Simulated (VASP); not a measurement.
Here is a VASP 6.6.1 calculation.

File INCAR:

```
PREC = Accurate
ENCUT = 520
EDIFF = 1E-6
ISMEAR = 0
SIGMA = 0.1
LREAL = False
LASPH = True
NELM = 100
ALGO = Fast
ISIF = 2
LWAVE = False
LCHARG = False
GGA = PE
NBANDS = 46
```

Contents of KPOINTS:

```
Automatic mesh
0
Gamma
  4 4 4
```

Contents of POSCAR:

```
NaYPb4
1.0
    0.0000000000      4.6199825369      4.6199825369
    4.6199825369      0.0000000000      4.6199825369
    4.6199825369      4.6199825369      0.0000000000
Na Y Pb
1 1 4
Direct
    0.0000000000      0.0000000000      0.0000000000
    0.7500000000      0.7500000000      0.7500000000
    0.3778863451      0.8663409648      0.3778863451
    0.3778863451      0.3778863451      0.8663409648
    0.3778863451      0.3778863451      0.3778863451
    0.8663409648      0.3778863451      0.3778863451
```

Potentials or basis: VASP PAW PBE potentials, release 64 (Na_pv, Y_sv, Pb_d).

Launch:

```console
$ cat potpaw_PBE.64/Na_pv/POTCAR potpaw_PBE.64/Y_sv/POTCAR potpaw_PBE.64/Pb_d/POTCAR > POTCAR
$ mpirun -np 1 vasp_std > vasp.out
```

Question: Predict the band gap on the k mesh.

Answer: Zero (band 37 reaches 5.29 eV, above the bottom of band 38 at 4.66 eV).

Question: Predict the pressure.

Answer: 0.0 GPa.

Forces in eV/Å, atoms in the order of the input:
```
Na   0.000  0.000  0.000
Y    0.000  0.000  0.000
Pb   0.004 -0.004  0.004
Pb   0.004  0.004 -0.004
Pb  -0.004 -0.004 -0.004
Pb  -0.004  0.004  0.004
```

Caveat: spin-orbit coupling is left out, which moves the levels of the heavy elements.
